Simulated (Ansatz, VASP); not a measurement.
# Two plane-wave programs on C

```
CELL_PARAMETERS angstrom
2.50285 0.00000 0.00000
-1.25142 2.16753 0.00000
0.00000 0.00000 4.23139
ATOMIC_POSITIONS crystal
C 0.33333 0.66667 0.99957
C 0.66667 0.33333 0.49957
C 0.33333 0.66667 0.37443
C 0.66667 0.33333 0.87443
```

Change from the starting cell: strained cell.

Alike in both runs: functional r2SCAN; k mesh 9 × 9 × 6; occupations gaussian, width 0.02 eV; no spin polarisation.

Ansatz relaxed the structure, and its values are those at the end. VASP's run is a single point on that final structure, the one shown.

|  | VASP | Ansatz |
| --- | --- | --- |
| version | VASP 6.6.1 | Ansatz 0.2.0 |
| potentials or method | VASP PAW PBE potentials, release 64 (C), cutoff 520 eV | scalar-relativistic, plane waves, PAW |
| valence electrons in the cell | 16 | 16 |

```csv
,VASP,Ansatz,Ansatz less VASP
gap on the k mesh at the Fermi level (eV),3.63,3.67,+0.036
least direct gap on the mesh (eV),5.11,5.15,+0.038
pressure (GPa),-5.2,-6.3,-1.11
rms of the force components (eV/Å),0.010,0.000,-0.0095
```

VASP's potentials were made for PBE, not for r2SCAN. Ansatz's warnings: stress scf threshold loose.
